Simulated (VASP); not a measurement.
Ti:

```
Ti
1.0
     0.00000    2.03000    2.03000
     2.03000    0.00000    2.03000
     2.03000    2.03000    0.00000
Ti
1
Cartesian
  0.0000 0.0000 0.0000
```

Program: VASP 6.6.1. Alike in all runs: task single point; no spin polarisation; cell as given; k mesh 11 × 11 × 11; cutoff (eV) 520.

Q: Order these runs on this cell by their pressure, lowest first.
A. level r2SCAN; potentials or basis VASP PAW PBE potentials, release 64 (Ti_sv); smearing fermi-dirac 0.05 eV
B. level PBEsol; potentials or basis VASP PAW PBE potentials, release 64 (Ti_sv); smearing fermi-dirac 0.05 eV
C. level BLYP+D3(BJ); potentials or basis VASP PAW PBE potentials, release 64 (Ti_sv); smearing gaussian 0.025 eV
D. level RPBE; potentials or basis VASP PAW PBE potentials, release 64 (Ti_sv); smearing fermi-dirac 0.05 eV
E. level LDA; potentials or basis VASP PAW LDA potentials, release 64 (Ti_sv); smearing methfessel-paxton 0.2 eV

A: C (-8.5 GPa), E (-5.3 GPa), B (-0.8 GPa), A (4.7 GPa), D (7.1 GPa).

Caveats: the PAW data sets were made with another functional, which shifts forces and pressure a little (some runs); three body term missing (some runs); pairwise dispersion overbinds metals, which lowers pressure and volume (some runs).
